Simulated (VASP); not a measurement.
# GeSe (Pnma) in VASP: single point with PBE

Aim: the single point of GeSe with PBE.

Everything below comes from runs of VASP 6.6.1. Logs are shortened: lines on timing, memory, paths and dates and some standing lists are left out, and cuts for length are marked.

## 1. The cell of the first run

The structure is orthorhombic, space group Pnma (No. 62). Conventional cell: a = 11.010 Å, b = 3.804 Å, c = 4.536 Å, α = 90.00°, β = 90.00°, γ = 90.00°. Ge (site symmetry m) has 6 Se at 2.56 to 3.51 Å and 2 Ge at 3.51 Å within 3.6 Å. Within 3.9 Å of Se (site symmetry m) lie 6 Ge at 2.56 to 3.51 Å and 8 Se at 3.71 to 3.80 Å.

## 2. Single point, PBE, non-collinear spin, zero start, spin-orbit coupling

File INCAR:

```
PREC = Accurate
ENCUT = 500
EDIFF = 1E-6
ISMEAR = -1
SIGMA = 0.02
LREAL = False
LASPH = True
NELM = 200
ALGO = Normal
ISIF = 2
LWAVE = False
LCHARG = False
MAGMOM = 0 0 0 0 0 0 0 0 0 0 0 0 0 0 0 0 0 0 0 0 0 0 0 0
LORBIT = 11
LSORBIT = True
GGA_COMPAT = False
LORBMOM = True
GGA = PE
NBANDS = 98
KPAR = 4
```

File KPOINTS:

```
regular mesh
0
Gamma
  2 6 6
```

File POSCAR:

```
GeSe
1.0
   11.0103044784      0.0000000000      0.0000000000
    0.0000000000      3.8043314846      0.0000000000
    0.0000000000      0.0000000000      4.5363774144
Ge Se
4 4
Direct
    0.1254375754      0.7500000000      0.8860310700
    0.6254375754      0.7500000000      0.6139689300
    0.3745624246      0.2500000000      0.3860310700
    0.8745624246      0.2500000000      0.1139689300
    0.8516134824      0.7500000000      0.4877997361
    0.3516134824      0.7500000000      0.0122002639
    0.6483865176      0.2500000000      0.9877997361
    0.1483865176      0.2500000000      0.5122002639
```

Potentials or basis: VASP PAW PBE potentials, release 64 (Ge_d, Se).

On the command line:

```sh
> cat potpaw_PBE.64/Ge_d/POTCAR potpaw_PBE.64/Se/POTCAR > POTCAR
> mpirun -np 4 vasp_ncl > vasp.out
```

OUTCAR:

```text
PREC = Accurate
   ENCUT = 500
   EDIFF = 1E-6
   ISMEAR = -1
   LREAL = False
   LASPH = True
   NELM = 200
   ISIF = 2
   LORBIT = 11
   LSORBIT = True
   GGA = PE

 ion  position               nearest neighbor table
   1  0.125  0.750  0.886-   6 2.56   8 2.56   8 2.56
   2  0.625  0.750  0.614-   5 2.56   7 2.56   7 2.56
   3  0.375  0.250  0.386-   8 2.56   6 2.56   6 2.56
   4  0.875  0.250  0.114-   7 2.56   5 2.56   5 2.56
   5  0.852  0.750  0.488-   2 2.56   4 2.56   4 2.56
   6  0.352  0.750  0.012-   1 2.56   3 2.56   3 2.56
   7  0.648  0.250  0.988-   4 2.56   2 2.56   2 2.56
   8  0.148  0.250  0.512-   3 2.56   1 2.56   1 2.56

  LATTYP: Found a simple orthorhombic cell.
 ALAT       =     3.8043314846
 B/A-ratio  =     1.1924243281
 C/A-ratio  =     2.8941496089

  Lattice vectors:

 A1 = (   0.0000000000,   3.8043314846,   0.0000000000)
 A2 = (   0.0000000000,   0.0000000000,   4.5363774144)
 A3 = (  11.0103044784,   0.0000000000,   0.0000000000)

Analysis of symmetry for initial positions (statically):
=====================================================================
 Subroutine PRICEL returns:
 Original cell was already a primitive cell.

 Routine SETGRP: Setting up the symmetry group for a
 simple orthorhombic supercell.

 Subroutine GETGRP returns: Found  8 space group operations
 (whereof  2 operations were pure point group operations)
 out of a pool of  8 trial point group operations.

The static configuration has the point symmetry S_2 .
 The point group associated with its full space group is D_2h.

Analysis of symmetry for dynamics (positions and initial velocities):
=====================================================================
 Subroutine PRICEL returns:
 Original cell was already a primitive cell.

 Routine SETGRP: Setting up the symmetry group for a
 simple orthorhombic supercell.

 Subroutine GETGRP returns: Found  8 space group operations
 (whereof  2 operations were pure point group operations)
 out of a pool of  8 trial point group operations.

The dynamic configuration has the point symmetry S_2 .
 The point group associated with its full space group is D_2h.

Analysis of structural, dynamic, and magnetic symmetry:
=====================================================================
 Subroutine PRICEL returns:
 Original cell was already a primitive cell.

 Routine SETGRP: Setting up the symmetry group for a
 simple orthorhombic supercell.

 Subroutine GETGRP returns: Found  8 space group operations
 (whereof  2 operations were pure point group operations)
 out of a pool of  8 trial point group operations.

The overall configuration has the point symmetry S_2 .
 The point group associated with its full space group is D_2h.

 Subroutine INISYM returns: Found  8 space group operations
 (whereof  2 operations are pure point group operations),
 and found     1 'primitive' translations

----------------------------------------------------------------------------------------

                                     Primitive cell

  volume of cell :     190.0146

  direct lattice vectors                    reciprocal lattice vectors
    11.010304478  0.000000000  0.000000000     0.090824010  0.000000000  0.000000000
     0.000000000  3.804331485  0.000000000     0.000000000  0.262858272  0.000000000
     0.000000000  0.000000000  4.536377414     0.000000000  0.000000000  0.220440212

  length of vectors
    11.010304478  3.804331485  4.536377414     0.090824010  0.262858272  0.220440212

  position of ions in fractional coordinates (direct lattice)
     0.125437575  0.750000000  0.886031070
     0.625437575  0.750000000  0.613968930
     0.374562425  0.250000000  0.386031070
     0.874562425  0.250000000  0.113968930
     0.851613482  0.750000000  0.487799736
     0.351613482  0.750000000  0.012200264
     0.648386518  0.250000000  0.987799736
     0.148386518  0.250000000  0.512200264

  ion indices of the primitive-cell ions
   primitive index   ion index
                 1           1
[... 2425 lines left out ...]
  -------------------------------------------------------------------------------------
  Total        2.6955935      3.1088438      2.4474311      0.0000000      0.0000000      0.0000000
  in kB       22.7288849     26.2133558     20.6364122      0.0000000      0.0000000      0.0000000
  external PRESSURE =      23.1928843 kB  Pullay stress =       0.0000000 kB

 VOLUME and BASIS-vectors are now :
 -----------------------------------------------------------------------------
  energy-cutoff  :      500.00
  volume of cell :      190.01
      direct lattice vectors                 reciprocal lattice vectors
    11.010304478  0.000000000  0.000000000     0.090824010  0.000000000  0.000000000
     0.000000000  3.804331485  0.000000000     0.000000000  0.262858272  0.000000000
     0.000000000  0.000000000  4.536377414     0.000000000  0.000000000  0.220440212

 POSITION                                       TOTAL-FORCE (eV/Angst)
 -----------------------------------------------------------------------------------
      1.38111      2.85325      4.01937        -0.215669     -0.000000      0.190033
      6.88626      2.85325      2.78519        -0.215669     -0.000000     -0.190033
      4.12405      0.95108      1.75118         0.215669      0.000000      0.190033
      9.62920      0.95108      0.51701         0.215669     -0.000000     -0.190033
      9.37652      2.85325      2.21284         0.141831     -0.000000      0.196253
      3.87137      2.85325      0.05535         0.141831     -0.000000     -0.196253
      7.13893      0.95108      4.48103        -0.141831     -0.000000      0.196253
      1.63378      0.95108      2.32353        -0.141831     -0.000000     -0.196253
 -----------------------------------------------------------------------------------
    total drift:                                0.000000     -0.000000     -0.000000

  FREE ENERGIE OF THE ION-ELECTRON SYSTEM (eV)
  ---------------------------------------------------
  free  energy   TOTEN  =       -33.9086781092 eV

  energy  without entropy=      -33.9086781092  energy(sigma->0) =      -33.90867811

 orbital moment (x)

 # of ion     p       d       tot
 ----------------------------------------
  1         0.000  -0.000   0.000
  2        -0.000   0.000  -0.000
  3         0.000   0.000   0.000
  4         0.000  -0.000   0.000
  5         0.000   0.000   0.000
  6         0.000   0.000   0.000
  7         0.000   0.000   0.000
  8         0.000   0.000   0.000
 ----------------------------------------
            0.000   0.000   0.000

 orbital moment (y)

 # of ion     p       d       tot
 ----------------------------------------
  1         0.000  -0.000  -0.000
  2        -0.000   0.000   0.000
  3        -0.000   0.000   0.000
  4         0.000  -0.000  -0.000
  5        -0.000   0.000  -0.000
  6         0.000  -0.000   0.000
  7         0.000  -0.000   0.000
  8        -0.000   0.000  -0.000
 ----------------------------------------
            0.000   0.000   0.000

 orbital moment (z)

 # of ion     p       d       tot
 ----------------------------------------
  1         0.000   0.000   0.000
  2        -0.000   0.000  -0.000
  3         0.000   0.000   0.000
  4         0.000   0.000   0.000
  5         0.000   0.000   0.000
  6         0.000   0.000   0.000
  7         0.000  -0.000  -0.000
  8         0.000   0.000   0.000
 ----------------------------------------
           -0.000   0.000  -0.000

 Spin-Orbit-Coupling matrix elements

 Ion:    1  E_soc:     -0.0158911
 l=   1
     0.0000000    -0.0017139    -0.0016936
    -0.0017139     0.0000000    -0.0017479
    -0.0016936    -0.0017479     0.0000000
 l=   2
     0.0000000    -0.0001853     0.0000000    -0.0001862    -0.0007421
    -0.0001853     0.0000000    -0.0005564    -0.0001870    -0.0001894
     0.0000000    -0.0005564     0.0000000    -0.0005579     0.0000000
    -0.0001862    -0.0001870    -0.0005579     0.0000000    -0.0001860
    -0.0007421    -0.0001894     0.0000000    -0.0001860     0.0000000
 l=   3
     0.0000000     0.0000000     0.0000000     0.0000000     0.0000000     0.0000000     0.0000000
     0.0000000     0.0000000     0.0000000     0.0000000     0.0000000     0.0000000     0.0000000
     0.0000000     0.0000000     0.0000000     0.0000000     0.0000000     0.0000000     0.0000000
     0.0000000     0.0000000     0.0000000     0.0000000     0.0000000     0.0000000     0.0000000
[... 129 lines left out ...]
 l=   2
     0.0000000    -0.0000000     0.0000000    -0.0000010     0.0000001
    -0.0000000     0.0000000     0.0000013     0.0000003    -0.0000007
     0.0000000     0.0000013     0.0000000    -0.0000009     0.0000000
    -0.0000010     0.0000003    -0.0000009     0.0000000     0.0000013
     0.0000001    -0.0000007     0.0000000     0.0000013     0.0000000
 l=   3
     0.0000000     0.0000000     0.0000000     0.0000000     0.0000000     0.0000000     0.0000000
     0.0000000     0.0000000     0.0000000     0.0000000     0.0000000     0.0000000     0.0000000
     0.0000000     0.0000000     0.0000000     0.0000000     0.0000000     0.0000000     0.0000000
     0.0000000     0.0000000     0.0000000     0.0000000     0.0000000     0.0000000     0.0000000
     0.0000000     0.0000000     0.0000000     0.0000000     0.0000000     0.0000000     0.0000000
     0.0000000     0.0000000     0.0000000     0.0000000     0.0000000     0.0000000     0.0000000
     0.0000000     0.0000000     0.0000000     0.0000000     0.0000000     0.0000000     0.0000000

 total charge

# of ion       s       p       d       tot
------------------------------------------
    1        1.308   0.821  10.024  12.154
    2        1.308   0.821  10.024  12.154
    3        1.308   0.821  10.024  12.154
    4        1.308   0.821  10.024  12.154
    5        1.474   2.322   0.035   3.830
    6        1.474   2.322   0.035   3.830
    7        1.474   2.322   0.035   3.830
    8        1.474   2.322   0.035   3.830
--------------------------------------------------
tot         11.129  12.572  40.237  63.938

 magnetization (x)

# of ion       s       p       d       tot
------------------------------------------
    1        0.000   0.000   0.000   0.000
    2        0.000   0.000   0.000   0.000
    3        0.000   0.000   0.000   0.000
    4        0.000   0.000   0.000   0.000
    5        0.000   0.000   0.000   0.000
    6        0.000   0.000   0.000   0.000
    7        0.000   0.000   0.000   0.000
    8        0.000   0.000   0.000   0.000
--------------------------------------------------
tot          0.000   0.000   0.000   0.000

 magnetization (y)

# of ion       s       p       d       tot
------------------------------------------
    1        0.000  -0.000  -0.000  -0.000
    2       -0.000   0.000   0.000   0.000
    3       -0.000   0.000   0.000   0.000
    4        0.000  -0.000  -0.000  -0.000
    5       -0.000  -0.000   0.000  -0.000
    6        0.000   0.000  -0.000   0.000
    7        0.000   0.000  -0.000   0.000
    8       -0.000  -0.000   0.000  -0.000
--------------------------------------------------
tot          0.000   0.000   0.000   0.000

 magnetization (z)

# of ion       s       p       d       tot
------------------------------------------
    1        0.000   0.000   0.000   0.000
    2        0.000   0.000   0.000   0.000
    3        0.000   0.000   0.000   0.000
    4        0.000   0.000   0.000   0.000
    5        0.000   0.000   0.000   0.000
    6        0.000   0.000   0.000   0.000
    7        0.000   0.000   0.000   0.000
    8        0.000   0.000   0.000   0.000
--------------------------------------------------
tot          0.000   0.000   0.000   0.000
```

It took 13 min on 4 MPI ranks of Oxide Virtual Turin-like, shared host; peak memory 1 GiB.

Results:

* Free energy: -33.9087 eV
* Pressure: 2.3 GPa
* Largest force: 0.287 eV/Å
* Net moment: 0.00 μB per cell
* Valence electrons inside the program's atomic spheres: Ge 12.15; Se 3.83

Forces on the atoms (eV/Å):
```
Ge  -0.216  0.000  0.190
Ge  -0.216  0.000 -0.190
Ge   0.216  0.000  0.190
Ge   0.216  0.000 -0.190
Se   0.142  0.000  0.196
Se   0.142  0.000 -0.196
Se  -0.142  0.000  0.196
Se  -0.142  0.000 -0.196
```

Stress tensor (GPa, compression positive):
```
2.27 0.00 0.00
0.00 2.62 0.00
0.00 0.00 2.06
```

Moments on the atoms (μB; x, y, z):
```
Ge  0.00 0.00 0.00
Ge  0.00 0.00 0.00
Ge  0.00 0.00 0.00
Ge  0.00 0.00 0.00
Se  0.00 0.00 0.00
Se  0.00 0.00 0.00
Se  0.00 0.00 0.00
Se  0.00 0.00 0.00
```
